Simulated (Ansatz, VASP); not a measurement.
GaIr in VASP and in Ansatz

```
Ga Ir
1.0
     3.00400    0.00000    0.00000
     0.00000    3.00400    0.00000
     0.00000    0.00000    3.00400
Ga Ir
1 1
Direct
  0.00000 0.00000 0.00000
  0.50000 0.40013 0.50000
```

Alike in both runs: task single point; functional LDA; k mesh 16 × 16 × 16; occupations gaussian, width 0.15 eV; no spin polarisation.

|  | VASP | Ansatz |
| --- | --- | --- |
| version | VASP 6.6.1 | Ansatz 0.2.0 |
| potentials or method | VASP PAW LDA potentials, release 64 (Ga_d, Ir), cutoff 520 eV | scalar-relativistic, plane waves, PAW |
| valence electrons in the cell | 22 | 30 |

|  | VASP | Ansatz | Ansatz less VASP |
| --- | --- | --- | --- |
| gap on the k mesh at the Fermi level (eV) | none | none | - |
| pressure (GPa) | 8.5 | 6.9 | -1.60 |
| traceless stress, the component that is largest in VASP (GPa) | -4.85 | -4.69 | +0.161 |
| rms of the force components (eV/Å) | 1.109 | 1.071 | -0.0379 |

LDA's correlation is that of Perdew and Zunger in VASP and of Perdew and Wang (1992) in Ansatz. Atom by atom the forces differ by 0.038 eV/Å (rms over components). A gap of «none» marks a metal or a gap that the smearing closes. VASP's potentials hold 22 valence electrons a cell and Ansatz's 30, so a difference there can come from the potentials and not from the codes.

Spin-orbit coupling is off throughout.
